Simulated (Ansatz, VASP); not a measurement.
Mo in VASP and in Ansatz

File INCAR:

```
  ALGO = Fast
  EDIFF = 1E-7
  ENCUT = 520
  GGA = PE
  ISIF = 2
  ISMEAR = -1
  LASPH = True
  LCHARG = False
  LREAL = False
  LWAVE = False
  NBANDS = 13
  NELM = 60
  PREC = Accurate
  SIGMA = 0.05
```

Contents of KPOINTS:

```
k-points
0
Gamma
  10 10 10
```

File POSCAR:

```
Mo
1.0
   -1.5838089719      1.5838089719      1.5204566130
    1.5838089719     -1.5838089719      1.5204566130
    1.5838089719      1.5838089719     -1.5204566130
Mo
1
Direct
    0.0000000000      0.0000000000      0.0000000000
```

The input input.yaml:

```yaml
crystal:
  lattice:
    - [-1.5838089719, 1.5838089719, 1.520456613]
    - [1.5838089719, -1.5838089719, 1.520456613]
    - [1.5838089719, 1.5838089719, -1.520456613]
  atoms:
    - { symbol: Mo, position: [0.0, 0.0, 0.0] }
hamiltonian:
  xc: pbe
  pseudopotentials: { kind: paw }
kpoints:
  mp_grid: { grid: [10, 10, 10] }
  band_path:
    path:
      - [[0.0, 0.0, 0.0], [0.0, 0.0, 0.5], [-0.5, 0.5, 0.5], [0.0, 0.0, 0.0], [0.4804, 0.4804, -0.4804], [0.25, 0.25, 0.25], [0.0, 0.5, 0.0], [-0.4804, 0.5196, 0.4804], [-0.5, 0.5, 0.5]]
      - [[0.0, 0.0, 0.5], [0.25, 0.25, 0.25]]
    npoints: 14
scf:
  occupations: { method: fermi_dirac, width: 0.05 }
  n_extra_bands: 6
output:
  forces: true
  stress: true
  eigenvalues: true
  fatbands: true
  write_density: true
  write_potential: true
  elf: true
  volumetric_format: npy
```

Alike in both runs: functional PBE; k mesh 10 × 10 × 10; occupations fermi-dirac, width 0.05 eV; no spin polarisation.

```csv
,VASP,Ansatz
version,VASP 6.6.1,Ansatz 0.2.0
potentials or method,"VASP PAW PBE potentials, release 64 (Mo_sv)",Ansatz PAW
plane-wave cutoff (eV),520,420
valence electrons in the cell,14,14
task,single point,band structure
```

Ansatz gave:

| Quantity | Value |
| --- | --- |
| gap on the k mesh at the Fermi level (eV) | none |
| pressure (GPa) | 9.5 |
| traceless stress, the component that is largest in VASP (GPa) | 7.36 |

Question: Which values does VASP return?

Answer: gap on the k mesh at the Fermi level (eV): none; pressure (GPa): 10.0; traceless stress, the component that is largest in VASP (GPa): 7.37.

A gap of «none» marks a metal or a gap that the smearing closes. With one functional, cell and mesh, what is left measures potentials, basis and numerics.
